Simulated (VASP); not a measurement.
Here is a VASP 6.6.1 calculation.

INCAR

```
SYSTEM = BAs
PREC = Accurate
ENCUT = 520
EDIFF = 1E-6
ISMEAR = -1
SIGMA = 0.05
LREAL = .False.
LASPH = .True.
NELM = 100
ALGO = Normal
ISIF = 2
LWAVE = .False.
LCHARG = .True.
GGA = PS
LELF = .True.
LVHAR = .True.
NBANDS = 11
```

File KPOINTS:

```
Automatic mesh
0
Gamma
  10 10 10
  0 0 0
```

Contents of POSCAR:

```
BAs
1.0
    0.0000000000      2.4199312360      2.4199312360
    2.4199312360      0.0000000000      2.4199312360
    2.4199312360      2.4199312360      0.0000000000
As B
1 1
Direct
    0.7500000000      0.7500000000      0.7500000000
    0.0000000000      0.0000000000      0.0000000000
```

Potentials or basis: VASP PAW PBE potentials, release 64 (As, B).

Command:

```sh
$ cat potpaw_PBE.64/As/POTCAR potpaw_PBE.64/B/POTCAR > POTCAR
$ mpirun -np 1 vasp_std > vasp.out
```

(1) Predict the pressure.

(2) Predict the band gap on the k mesh.

## Answers

(1) -5.0 GPa.

(2) 1.11 eV, indirect (least direct gap 3.19 eV).

Caveat: the PAW data sets were made with another functional, which shifts forces and pressure a little.
